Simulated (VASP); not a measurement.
# Yb (Fm-3m) in VASP: a series of runs, part 4 of 4

VASP 6.6.1.

## 5. Single point, PBE (volume scaled by 0.6, source ansatz)

File INCAR:

```
SYSTEM = Yb
PREC = Accurate ; ENCUT = 520
EDIFF = 1E-6 ; ISMEAR = -1
SIGMA = 0.08 ; LREAL = .False.
LASPH = .True. ; NELM = 100
ALGO = Normal ; ISIF = 2
LWAVE = .False. ; LCHARG = .False.
GGA = PE ; NBANDS = 18
```

File KPOINTS:

```
Automatic mesh
0
Gamma
  14 14 14
  0 0 0
```

File POSCAR:

```
Yb
1.0
    0.0000000000      2.2026964183      2.2026964183
    2.2026964183      0.0000000000      2.2026964183
    2.2026964183      2.2026964183      0.0000000000
Yb
1
Direct
    0.0000000000      0.0000000000      0.0000000000
```

Potentials or basis: VASP PAW PBE potentials, release 64 (Yb).

On the command line:

```console
cat potpaw_PBE.64/Yb/POTCAR > POTCAR
mpirun -np 1 vasp_std > vasp.out
```

OUTCAR:

```text
SYSTEM = Yb
   PREC = Accurate
   ENCUT = 520
   EDIFF = 1E-6
   ISMEAR = -1
   LREAL = .False.
   LASPH = .True.
   NELM = 100
   ISIF = 2
   GGA = PE

 ion  position               nearest neighbor table
   1  0.000  0.000  0.000-

  LATTYP: Found a face centered cubic cell.
 ALAT       =     4.4053928366

  Lattice vectors:

 A1 = (   0.0000000000,   2.2026964183,   2.2026964183)
 A2 = (   2.2026964183,   0.0000000000,   2.2026964183)
 A3 = (   2.2026964183,   2.2026964183,   0.0000000000)

Analysis of symmetry for initial positions (statically):
=====================================================================
 Subroutine PRICEL returns:
 Original cell was already a primitive cell.

 Routine SETGRP: Setting up the symmetry group for a
 face centered cubic supercell.

 Subroutine GETGRP returns: Found 48 space group operations
 (whereof 48 operations were pure point group operations)
 out of a pool of 48 trial point group operations.

The static configuration has the point symmetry O_h .

Analysis of symmetry for dynamics (positions and initial velocities):
=====================================================================
 Subroutine PRICEL returns:
 Original cell was already a primitive cell.

 Routine SETGRP: Setting up the symmetry group for a
 face centered cubic supercell.

 Subroutine GETGRP returns: Found 48 space group operations
 (whereof 48 operations were pure point group operations)
 out of a pool of 48 trial point group operations.

The dynamic configuration has the point symmetry O_h .

 Subroutine INISYM returns: Found 48 space group operations
 (whereof 48 operations are pure point group operations),
 and found     1 'primitive' translations

----------------------------------------------------------------------------------------

                                     Primitive cell

  volume of cell :      21.3744

  direct lattice vectors                    reciprocal lattice vectors
     0.000000000  2.202696418  2.202696418    -0.226994513  0.226994513  0.226994513
     2.202696418  0.000000000  2.202696418     0.226994513 -0.226994513  0.226994513
     2.202696418  2.202696418  0.000000000     0.226994513  0.226994513 -0.226994513

  length of vectors
     3.115083149  3.115083149  3.115083149     0.393166029  0.393166029  0.393166029

  position of ions in fractional coordinates (direct lattice)
     0.000000000  0.000000000  0.000000000

  ion indices of the primitive-cell ions
   primitive index   ion index
                 1           1

----------------------------------------------------------------------------------------

 KPOINTS: Automatic mesh

Automatic generation of k-mesh.
 Grid dimensions read from file:
 generate k-points for:   14   14   14

 Generating k-lattice:

  Cartesian coordinates                     Fractional coordinates (reciprocal lattice)
    -0.016213894  0.016213894  0.016213894     0.071428571  0.000000000  0.000000000
     0.016213894 -0.016213894  0.016213894     0.000000000  0.071428571  0.000000000
     0.016213894  0.016213894 -0.016213894     0.000000000  0.000000000  0.071428571

  Length of vectors
     0.028083288  0.028083288  0.028083288

  Shift w.r.t. Gamma in fractional coordinates (k-lattice)
     0.000000000  0.000000000  0.000000000

 Subroutine IBZKPT returns following result:
 ===========================================

 Found    104 irreducible k-points:

 Following reciprocal coordinates:
            Coordinates               Weight
  0.000000  0.000000  0.000000      1.000000
  0.071429  0.000000  0.000000      8.000000
  0.142857  0.000000  0.000000      8.000000
  0.214286  0.000000  0.000000      8.000000
  0.285714  0.000000  0.000000      8.000000
  0.357143  0.000000  0.000000      8.000000
[... 16 lines left out ...]
  0.214286  0.142857  0.000000     24.000000
  0.285714  0.142857  0.000000     24.000000
 [... further k-points ...]
   k-points           NKPTS =    104   k-points in BZ     NKDIM =    104   number of bands    NBANDS=     18
   number of dos      NEDOS =    301   number of ions     NIONS =      1
   total plane-waves  NPLWV =  13824
   dimension x,y,z NGX =    24 NGY =   24 NGZ =   24
   dimension x,y,z NGXF=    48 NGYF=   48 NGZF=   48
   ions per type =               1
   NGX,Y,Z   is equivalent  to a cutoff of  12.81, 12.81, 12.81 a.u.
   NGXF,Y,Z  is equivalent  to a cutoff of  25.62, 25.62, 25.62 a.u.
 SYSTEM =  Yb
   PREC   = accura    normal or accurate (medium, high low for compatibility)
   ISTART =      0    job   : 0-new  1-cont  2-samecut
   ICHARG =      2    charge: 1-file 2-atom 10-const
   ISPIN  =      1    spin polarized calculation?
   LNONCOLLINEAR =      F non collinear calculations
   LSORBIT =      F    spin-orbit coupling
   LASPH  =      T    aspherical Exc in radial PAW
   ENCUT  =  520.0 eV  38.22 Ry    6.18 a.u.   5.79  5.79  5.79*2*pi/ulx,y,z
   NELM   =    100;   NELMIN=  2; NELMDL= -5     # of ELM steps
   EDIFF  = 0.1E-05   stopping-criterion for ELM
   LREAL  =      F    real-space projection
   EDIFFG = 0.1E-04   stopping-criterion for IOM
   NSW    =      0    number of steps for IOM
   IBRION =     -1    ionic relax: 0-MD 1-quasi-New 2-CG
   NFREE  =      0    steps in history (QN), initial steepest desc. (CG)
   ISIF   =      2    stress and relaxation
   ISYM   =      2    0-nonsym 1-usesym 2-fastsym
   POTIM  = 0.5000    time-step for ionic-motion
   TEBEG  =    0.0;   TEEND  =   0.0 temperature during run
   PSTRESS=    0.0 pullay stress
   NELECT =      24.0000    total number of electrons
   NUPDOWN=      -1.0000    fix difference up-down
   EMIN   =  10.00;   EMAX   =-10.00  energy-range for DOS
   EFERMI =   0.00;   METHOD = LEGACY
   ISMEAR =    -1;   SIGMA  =   0.08  broadening in eV -4-tet -1-fermi 0-gaus
   EFERMI_NEDOS =   21; number of points for ismear=-14 and -15
   IALGO  =     38    algorithm
   IMIX   =      4    mixing-type and parameters
     AMIX     =   0.40;   BMIX     =  1.00
     AMIX_MAG =   1.60;   BMIX_MAG =  1.00
  volume/ion in A,a.u.               =      21.37       144.24
  Fermi-wavevector in a.u.,A,eV,Ry     =   1.701560  3.215482 39.393035  2.895306
  Thomas-Fermi vector in A             =   2.781490
   LORBIT       =      0    0 simple, 1 ext, 2 COOP (PROOUT), +10 PAW based schemes
   GGA     = PE    functional components
   LHFCALC =     F    Hartree Fock is set to
   AEXX    =    0.0000 exact exchange contribution
   IVDW    =     0    specifies the selected vdW correction
   LEPSILON=     F    determine dielectric tensor
   LRPA    =     F    only Hartree local field effects (RPA)
 non-spin polarized calculation
  energy-cutoff  :      520.00
  volume of cell :       21.37
 maximum number of plane-waves:       588
   NGX = 11   NGY = 11   NGZ = 11

 number of electron      23.9999998 magnetization

 Free energy of the ion-electron system (eV)
  ---------------------------------------------------
  ext. energy  EPLUGINS =         0.00000000
  ---------------------------------------------------
  free energy    TOTEN  =        -2.88866937 eV

  energy without entropy =       -2.85167301  energy(sigma->0) =       -2.87017119

 E-fermi :   3.4094     XC(G=0): -12.0417

 val. band max:        3.4085520528   @ k =  -0.3571   0.3571   0.1429
 cond. band min:       3.4116963184   @ k =   0.3571   0.3571   0.0000
 fundamental gap:      0.0031442656
 Fermi energy:         3.4093585771

 k-point     1 :       0.0000    0.0000    0.0000
  band No.  band energies     occupation
      1     -48.0679      2.00000
      2     -19.5728      2.00000
      3     -19.5728      2.00000
      4     -19.5728      2.00000
      5      -2.5439      2.00000
      6       2.5095      1.99997
[... 10 lines left out ...]
     17      10.4282      0.00000
     18      15.6830      0.00000

 k-point     2 :       0.0714    0.0000    0.0000
  band No.  band energies     occupation
      1     -48.0601      2.00000
      2     -19.6666      2.00000
      3     -19.5832      2.00000
      4     -19.5832      2.00000
      5      -2.3249      2.00000
      6       2.5085      1.99997
[... 10 lines left out ...]
     17      10.2831      0.00000
     18      16.1436      0.00000
[... 442 lines left out ...]
 k-point    24 :       0.2857    0.1429    0.0000
  band No.  band energies     occupation
      1     -47.9730      2.00000
      2     -20.4425      2.00000
      3     -19.7932      2.00000
      4     -19.7786      2.00000
      5       0.0673      2.00000
      6       2.5302      1.99997
[... 10 lines left out ...]
     17      11.5364      0.00000
     18      17.5745      0.00000

 [... further k-points ...]
[... 5 lines left out ...]
  --------------------------------------------------------------------------------------
  -------------------------------------------------------------------------------------
  Total        3.0933031      3.0933031      3.0933031      0.0000000     -0.0000000     -0.0000000
  in kB      231.8670964    231.8670964    231.8670964      0.0000000     -0.0000000     -0.0000000
  external PRESSURE =     231.8670964 kB  Pullay stress =       0.0000000 kB

 VOLUME and BASIS-vectors are now :
 -----------------------------------------------------------------------------
  energy-cutoff  :      520.00
  volume of cell :       21.37
      direct lattice vectors                 reciprocal lattice vectors
     0.000000000  2.202696418  2.202696418    -0.226994513  0.226994513  0.226994513
     2.202696418  0.000000000  2.202696418     0.226994513 -0.226994513  0.226994513
     2.202696418  2.202696418  0.000000000     0.226994513  0.226994513 -0.226994513

 POSITION                                       TOTAL-FORCE (eV/Angst)
 -----------------------------------------------------------------------------------
      0.00000      0.00000      0.00000        -0.000000     -0.000000     -0.000000
 -----------------------------------------------------------------------------------
    total drift:                               -0.000000      0.000000      0.000000

  FREE ENERGIE OF THE ION-ELECTRON SYSTEM (eV)
  ---------------------------------------------------
  free  energy   TOTEN  =        -2.8886693745 eV

  energy  without entropy=       -2.8516730093  energy(sigma->0) =       -2.87017119
```

OSZICAR:

```text
N       E                     dE             d eps       ncg     rms          rms(c)
DAV:   1     0.101616993698E+03    0.10162E+03   -0.85615E+03  4682   0.920E+03
DAV:   2     0.110249428720E+02   -0.90592E+02   -0.87202E+02  4562   0.551E+02
[... 16 lines left out ...]
DAV:  19    -0.288870018360E+01   -0.40413E-05   -0.64703E-04  6624   0.795E-01    0.106E-01
DAV:  20    -0.288867812170E+01    0.22062E-04   -0.53531E-05  6738   0.146E-01    0.146E-01
DAV:  21    -0.288867156605E+01    0.65556E-05   -0.60239E-05  4690   0.337E-01    0.471E-02
DAV:  22    -0.288867207523E+01   -0.50919E-06   -0.22823E-05  5654   0.203E-01    0.282E-02
DAV:  23    -0.288866991412E+01    0.21611E-05   -0.17199E-06  2576   0.590E-02    0.205E-02
DAV:  24    -0.288866937452E+01    0.53960E-06   -0.31914E-07  2770   0.201E-02
   1 F= -.28886694E+01 E0= -.28701712E+01  d E =-.369964E-01
```

It took 46 s on 1 thread of AMD EPYC 9R45 (Zen 5), shared host; peak memory 0.15 GiB.

What came out:

```
Free energy            : -2.8887 eV
Pressure               : 23.2 GPa
Band gap on the k mesh : zero (band 12 reaches 3.70 eV, above the bottom of band 13 at 2.93 eV)
```

Levels at points of the mesh, in eV from the Fermi level:
| k point | band 9 | band 10 | band 11 | band 12 | band 13 | band 14 | band 15 | band 16 |
| --- | --- | --- | --- | --- | --- | --- | --- | --- |
| (0.00, 0.00, 0.00) | -0.66 | -0.40 | -0.40 | -0.40 | 3.42 | 3.42 | 3.42 | 7.02 |
| (0.50, 0.00, 0.00) | -0.57 | -0.45 | -0.45 | -0.39 | 2.67 | 3.03 | 3.03 | 9.78 |
| (0.50, 0.50, 0.00) | -0.63 | -0.58 | -0.48 | -0.48 | -0.48 | 4.98 | 9.85 | 10.66 |

Caveat: spin-orbit coupling is left out, which moves the levels of the heavy elements.
